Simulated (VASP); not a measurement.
Wanted: the native input for a VASP 6.6.1 run.

* Task: single point
* Functional: PBEsol
* Potentials or basis: VASP PAW PBE potentials, release 64 (Ti_sv, Pt_sv_GW, F)
* Cutoff: 700 eV
* k mesh: 6 × 6 × 6
* Occupations: fermi-dirac, width 0.03 eV
* Spin: no spin polarisation
* Dipole correction: no
* Further INCAR settings: ALGO = Normal; EDIFF = 1e-06; NBANDS = 46

The structure of TiPtF6 lies in POSCAR:

```
TiPtF6
1.0
    3.1849181742      1.8388133671      2.4809715596
   -3.1849181742      1.8388133671      2.4809715596
    0.0000000000     -3.6776267286      2.4809715637
Ti Pt F
1 1 6
Direct
    0.5000000000      0.5000000000      0.5000000000
    0.0000000000      0.0000000000      0.0000000000
    0.9240289700      0.3190366452      0.3190366452
    0.3190366452      0.9240289700      0.3190366452
    0.3190366452      0.3190366452      0.9240289700
    0.0759710300      0.6809633548      0.6809633548
    0.6809633548      0.0759710300      0.6809633548
    0.6809633548      0.6809633548      0.0759710300
```

The input as run:

INCAR

```
SYSTEM = TiPtF6
ALGO = Normal
EDIFF = 1E-6
ENCUT = 700
GGA = PS
GGA_COMPAT = .False.
ISIF = 2
ISMEAR = -1
LASPH = .True.
LCHARG = .False.
LREAL = .False.
LWAVE = .False.
NBANDS = 46
NELM = 120
PREC = Accurate
SIGMA = 0.03
```

KPOINTS

```
k-points
0
Gamma
  6 6 6
  0 0 0
```

Potentials or basis: VASP PAW PBE potentials, release 64 (Ti_sv, Pt_sv_GW, F).

Command:

```sh
$ cat potpaw_PBE.64/Ti_sv/POTCAR potpaw_PBE.64/Pt_sv_GW/POTCAR potpaw_PBE.64/F/POTCAR > POTCAR
$ mpirun -np 1 vasp_std > vasp.out
```

It gave:

The pressure is -0.2 GPa and the largest force is 0.050 eV/Å. The band gap on the k mesh is zero (bands 36 and 37 overlap by 0.58 eV).

Caveat: the PAW data sets were made with another functional, which shifts forces and pressure a little; spin-orbit coupling is left out, which moves the levels of the heavy elements; semilocal functionals often make such compounds metallic where correlation or magnetic order opens a gap, which also shifts bond lengths.

Run time: 4.7 min on 1 thread of Intel(R) Xeon(R) Platinum 8259CL CPU @ 2.50GHz (Skylake/Cascade Lake), on a shared host, peak memory 0.36 GiB.
